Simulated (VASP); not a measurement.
Here is a VASP 6.6.1 calculation.

The input INCAR:

```
PREC = Accurate
ENCUT = 520
EDIFF = 1E-7
ISMEAR = -1
SIGMA = 0.05
LREAL = False
LASPH = True
NELM = 120
ALGO = Normal
ISIF = 2
LWAVE = False
LCHARG = False
GGA = PS
IBRION = 2
NSW = 80
EDIFFG = -0.015
GGA_COMPAT = False
NELMIN = 4
```

KPOINTS

```
Automatic mesh
0
Gamma
  9 9 7
```

POSCAR

```
SnO
1.0
    3.7731052721      0.0000000000      0.0000000000
    0.0000000000      3.7731052721      0.0000000000
    0.0000000000      0.0000000000      4.8083104305
Sn O
2 2
Direct
    0.5000000000      0.0000000000      0.2391742660
    0.0000000000      0.5000000000      0.7608257340
    0.0000000000      0.0000000000      0.0000000000
    0.5000000000      0.5000000000      0.0000000000
```

Potentials or basis: VASP PAW PBE potentials, release 64 (Sn_d, O).

The run is started by

```console
$ cat potpaw_PBE.64/Sn_d/POTCAR potpaw_PBE.64/O/POTCAR > POTCAR
$ mpirun -np 1 vasp_std > vasp.out
```

Q: Estimate the band gap on the k mesh.

A: Zero (band 20 reaches 7.39 eV, above the bottom of band 21 at 7.31 eV).

Q: What does it give for the energy gained by relaxing?

A: 1.9 meV/atom.

Stress tensor (GPa, compression positive):
```
 1.36  0.00  0.00
 0.00  1.36  0.00
 0.00  0.00 -0.42
```

Caveat: the PAW data sets were made with another functional, which shifts forces and pressure a little; spin-orbit coupling is left out, which moves the levels of the heavy elements.
